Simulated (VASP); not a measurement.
# Zr (Im-3m) in VASP: notebook

Runs on Zr. Level: PBE. Tasks: single point.

All numbers are computed with VASP 6.6.1; they aren't measurements. Logs are shortened: lines on timing, memory, paths and dates and some standing lists are left out, and cuts for length are marked.

## (1) The cell of the first run

It takes space group Im-3m (No. 229, cubic). Conventional cell: a = 2.838 Å, b = 2.838 Å, c = 2.838 Å, α = 90.00°, β = 90.00°, γ = 90.00°. Within 3.2 Å of Zr (site symmetry m-3m) lie 14 Zr at 2.46 to 2.84 Å.

## (2) Single point, PBE (volume scaled by 0.5)

Input file INCAR:

```
SYSTEM = Zr
PREC     = Accurate       ! precision mode
ENCUT    = 520            ! plane-wave cutoff, eV
EDIFF    = 1E-6           ! SCF threshold, eV
ISMEAR   = -1             ! smearing method
SIGMA    = 0.05           ! smearing width, eV
LREAL    = .False.        ! projectors in reciprocal space
LASPH    = .True.         ! aspherical terms in the spheres
NELM     = 100            ! most SCF steps
ALGO     = Normal         ! electronic algorithm
ISIF     = 2              ! what is computed and relaxed
LWAVE    = .False.        ! write WAVECAR
LCHARG   = .False.        ! write CHGCAR
GGA      = PE             ! functional
NBANDS   = 12             ! bands
```

Input file KPOINTS:

```
Automatic mesh
0
Gamma
  16 16 16
  0 0 0
```

Input file POSCAR:

```
Zr
1.0
   -1.4189132720      1.4189132720      1.4189132720
    1.4189132720     -1.4189132720      1.4189132720
    1.4189132720      1.4189132720     -1.4189132720
Zr
1
Direct
    0.0000000000      0.0000000000      0.0000000000
```

Potentials or basis: VASP PAW PBE potentials, release 64 (Zr_sv).

Command:

```bash
$ cat potpaw_PBE.64/Zr_sv/POTCAR > POTCAR
$ mpirun -np 1 vasp_std > vasp.out
```

OUTCAR:

```text
SYSTEM = Zr
   PREC = Accurate
   ENCUT = 520
   EDIFF = 1E-6
   ISMEAR = -1
   LREAL = .False.
   LASPH = .True.
   NELM = 100
   ISIF = 2
   GGA = PE

 ion  position               nearest neighbor table
   1  0.000  0.000  0.000-

  LATTYP: Found a body centered cubic cell.
 ALAT       =     2.8378265440

  Lattice vectors:

 A1 = (  -1.4189132720,   1.4189132720,   1.4189132720)
 A2 = (   1.4189132720,  -1.4189132720,   1.4189132720)
 A3 = (   1.4189132720,   1.4189132720,  -1.4189132720)

Analysis of symmetry for initial positions (statically):
=====================================================================
 Subroutine PRICEL returns:
 Original cell was already a primitive cell.

 Routine SETGRP: Setting up the symmetry group for a
 body centered cubic supercell.

 Subroutine GETGRP returns: Found 48 space group operations
 (whereof 48 operations were pure point group operations)
 out of a pool of 48 trial point group operations.

The static configuration has the point symmetry O_h .

Analysis of symmetry for dynamics (positions and initial velocities):
=====================================================================
 Subroutine PRICEL returns:
 Original cell was already a primitive cell.

 Routine SETGRP: Setting up the symmetry group for a
 body centered cubic supercell.

 Subroutine GETGRP returns: Found 48 space group operations
 (whereof 48 operations were pure point group operations)
 out of a pool of 48 trial point group operations.

The dynamic configuration has the point symmetry O_h .

 Subroutine INISYM returns: Found 48 space group operations
 (whereof 48 operations are pure point group operations),
 and found     1 'primitive' translations

----------------------------------------------------------------------------------------

                                     Primitive cell

  volume of cell :      11.4269

  direct lattice vectors                    reciprocal lattice vectors
    -1.418913272  1.418913272  1.418913272     0.000000000  0.352382355  0.352382355
     1.418913272 -1.418913272  1.418913272     0.352382355  0.000000000  0.352382355
     1.418913272  1.418913272 -1.418913272     0.352382355  0.352382355  0.000000000

  length of vectors
     2.457629879  2.457629879  2.457629879     0.498343905  0.498343905  0.498343905

  position of ions in fractional coordinates (direct lattice)
     0.000000000  0.000000000  0.000000000

  ion indices of the primitive-cell ions
   primitive index   ion index
                 1           1

----------------------------------------------------------------------------------------

 KPOINTS: Automatic mesh

Automatic generation of k-mesh.
 Grid dimensions read from file:
 generate k-points for:   16   16   16

 Generating k-lattice:

  Cartesian coordinates                     Fractional coordinates (reciprocal lattice)
     0.000000000  0.022023897  0.022023897     0.062500000  0.000000000  0.000000000
     0.022023897  0.000000000  0.022023897     0.000000000  0.062500000  0.000000000
     0.022023897  0.022023897  0.000000000     0.000000000  0.000000000  0.062500000

  Length of vectors
     0.031146494  0.031146494  0.031146494

  Shift w.r.t. Gamma in fractional coordinates (k-lattice)
     0.000000000  0.000000000  0.000000000

 Subroutine IBZKPT returns following result:
 ===========================================

 Found    145 irreducible k-points:

 Following reciprocal coordinates:
            Coordinates               Weight
  0.000000  0.000000  0.000000      1.000000
  0.062500  0.000000  0.000000     12.000000
  0.125000  0.000000  0.000000     12.000000
  0.187500  0.000000  0.000000     12.000000
  0.250000  0.000000  0.000000     12.000000
  0.312500  0.000000  0.000000     12.000000
[... 16 lines left out ...]
  0.187500  0.187500  0.000000     24.000000
  0.250000  0.187500  0.000000     48.000000
 [... further k-points ...]
   k-points           NKPTS =    145   k-points in BZ     NKDIM =    145   number of bands    NBANDS=     12
   number of dos      NEDOS =    301   number of ions     NIONS =      1
   total plane-waves  NPLWV =   5832
   dimension x,y,z NGX =    18 NGY =   18 NGZ =   18
   dimension x,y,z NGXF=    36 NGYF=   36 NGZF=   36
   ions per type =               1
   NGX,Y,Z   is equivalent  to a cutoff of  12.18, 12.18, 12.18 a.u.
   NGXF,Y,Z  is equivalent  to a cutoff of  24.35, 24.35, 24.35 a.u.
 SYSTEM =  Zr
   PREC   = accura    normal or accurate (medium, high low for compatibility)
   ISTART =      0    job   : 0-new  1-cont  2-samecut
   ICHARG =      2    charge: 1-file 2-atom 10-const
   ISPIN  =      1    spin polarized calculation?
   LNONCOLLINEAR =      F non collinear calculations
   LSORBIT =      F    spin-orbit coupling
   LASPH  =      T    aspherical Exc in radial PAW
   ENCUT  =  520.0 eV  38.22 Ry    6.18 a.u.   4.57  4.57  4.57*2*pi/ulx,y,z
   NELM   =    100;   NELMIN=  2; NELMDL= -5     # of ELM steps
   EDIFF  = 0.1E-05   stopping-criterion for ELM
   LREAL  =      F    real-space projection
   EDIFFG = 0.1E-04   stopping-criterion for IOM
   NSW    =      0    number of steps for IOM
   IBRION =     -1    ionic relax: 0-MD 1-quasi-New 2-CG
   NFREE  =      0    steps in history (QN), initial steepest desc. (CG)
   ISIF   =      2    stress and relaxation
   ISYM   =      2    0-nonsym 1-usesym 2-fastsym
   POTIM  = 0.5000    time-step for ionic-motion
   TEBEG  =    0.0;   TEEND  =   0.0 temperature during run
   PSTRESS=    0.0 pullay stress
   NELECT =      12.0000    total number of electrons
   NUPDOWN=      -1.0000    fix difference up-down
   EMIN   =  10.00;   EMAX   =-10.00  energy-range for DOS
   EFERMI =   0.00;   METHOD = LEGACY
   ISMEAR =    -1;   SIGMA  =   0.05  broadening in eV -4-tet -1-fermi 0-gaus
   EFERMI_NEDOS =   21; number of points for ismear=-14 and -15
   IALGO  =     38    algorithm
   IMIX   =      4    mixing-type and parameters
     AMIX     =   0.40;   BMIX     =  1.00
     AMIX_MAG =   1.60;   BMIX_MAG =  1.00
  volume/ion in A,a.u.               =      11.43        77.11
  Fermi-wavevector in a.u.,A,eV,Ry     =   1.664023  3.144548 37.674171  2.768973
  Thomas-Fermi vector in A             =   2.750639
   LORBIT       =      0    0 simple, 1 ext, 2 COOP (PROOUT), +10 PAW based schemes
   GGA     = PE    functional components
   LHFCALC =     F    Hartree Fock is set to
   AEXX    =    0.0000 exact exchange contribution
   IVDW    =     0    specifies the selected vdW correction
   LEPSILON=     F    determine dielectric tensor
   LRPA    =     F    only Hartree local field effects (RPA)
 non-spin polarized calculation
  energy-cutoff  :      520.00
  volume of cell :       11.43
 maximum number of plane-waves:       321
   NGX =  9   NGY =  9   NGZ =  9

 number of electron      12.0000000 magnetization

 Free energy of the ion-electron system (eV)
  ---------------------------------------------------
  ext. energy  EPLUGINS =         0.00000000
  ---------------------------------------------------
  free energy    TOTEN  =        -4.36866680 eV

  energy without entropy =       -4.36492804  energy(sigma->0) =       -4.36679742

 E-fermi :  19.1947     XC(G=0): -14.7981

 val. band max:       19.1885512314   @ k =   0.1250   0.1250   0.0000
 cond. band min:      19.2050547026   @ k =  -0.3750  -0.3750   0.0625
 fundamental gap:      0.0165034712
 Fermi energy:        19.1946940095

 k-point     1 :       0.0000    0.0000    0.0000
  band No.  band energies     occupation
      1     -30.1371      2.00000
      2      -4.0489      2.00000
      3      -4.0489      2.00000
      4      -4.0489      2.00000
      5      15.2955      2.00000
      6      20.1109      0.00000
      7      20.1109      0.00000
      8      20.1109      0.00000
      9      25.0091      0.00000
     10      25.0091      0.00000
     11      33.4786      0.00000
     12      33.4786      0.00000

 k-point     2 :       0.0625    0.0000    0.0000
  band No.  band energies     occupation
      1     -30.0753      2.00000
      2      -4.3486      2.00000
      3      -4.1346      2.00000
      4      -4.0567      2.00000
      5      15.6207      2.00000
      6      19.8724      0.00000
      7      20.0568      0.00000
      8      20.4286      0.00000
      9      24.5210      0.00000
     10      24.9564      0.00000
     11      33.8326      0.00000
     12      33.9908      0.00000

 k-point     3 :       0.1250    0.0000    0.0000
  band No.  band energies     occupation
      1     -29.8955      2.00000
      2      -5.1619      2.00000
      3      -4.3718      2.00000
      4      -4.0792      2.00000
      5      16.3542      2.00000
      6      19.2605      0.42286
      7      19.9207      0.00000
      8      21.3581      0.00000
      9      23.8401      0.00000
     10      24.8649      0.00000
     11      34.7673      0.00000
     12      35.4233      0.00000
[... 286 lines left out ...]
 k-point    23 :       0.1875    0.1875    0.0000
  band No.  band energies     occupation
      1     -28.8035      2.00000
      2      -8.5286      2.00000
      3      -5.8095      2.00000
      4      -4.6178      2.00000
      5      16.4135      2.00000
      6      17.6753      2.00000
      7      20.6673      0.00000
      8      23.4694      0.00000
      9      27.1385      0.00000
     10      29.0930      0.00000
     11      37.5778      0.00000
     12      38.5840      0.00000

 k-point    24 :       0.2500    0.1875    0.0000
  band No.  band energies     occupation
      1     -28.4881      2.00000
      2      -9.1813      2.00000
      3      -6.3805      2.00000
      4      -4.7233      2.00000
      5      15.9684      2.00000
      6      17.5103      2.00000
      7      21.4882      0.00000
      8      24.1336      0.00000
      9      27.5967      0.00000
     10      31.4609      0.00000
     11      36.8662      0.00000
     12      39.9743      0.00000

 [... further k-points ...]
[... 5 lines left out ...]
  --------------------------------------------------------------------------------------
  -------------------------------------------------------------------------------------
  Total       14.1295824     14.1295824     14.1295824      0.0000000      0.0000000     -0.0000000
  in kB     1981.1272239   1981.1272239   1981.1272239      0.0000000      0.0000000     -0.0000000
  external PRESSURE =    1981.1272239 kB  Pullay stress =       0.0000000 kB

 VOLUME and BASIS-vectors are now :
 -----------------------------------------------------------------------------
  energy-cutoff  :      520.00
  volume of cell :       11.43
      direct lattice vectors                 reciprocal lattice vectors
    -1.418913272  1.418913272  1.418913272     0.000000000  0.352382355  0.352382355
     1.418913272 -1.418913272  1.418913272     0.352382355  0.000000000  0.352382355
     1.418913272  1.418913272 -1.418913272     0.352382355  0.352382355  0.000000000

 POSITION                                       TOTAL-FORCE (eV/Angst)
 -----------------------------------------------------------------------------------
      0.00000      0.00000      0.00000        -0.000000     -0.000000     -0.000000
 -----------------------------------------------------------------------------------
    total drift:                                0.000000     -0.000000      0.000000

  FREE ENERGIE OF THE ION-ELECTRON SYSTEM (eV)
  ---------------------------------------------------
  free  energy   TOTEN  =        -4.3686668047 eV

  energy  without entropy=       -4.3649280386  energy(sigma->0) =       -4.36679742
```

It took 24 s on 1 thread of Intel Xeon 8259CL, shared host; peak memory 0.13 GiB.

What came out:

```yaml
Free_energy: -4.3687 eV
Pressure: 198.1 GPa
Band_gap_on_the_k_mesh: zero (band 6 reaches 20.46 eV, above the bottom of band 7 at 17.33 eV)
```

(Part 1 of 2 ends here.)
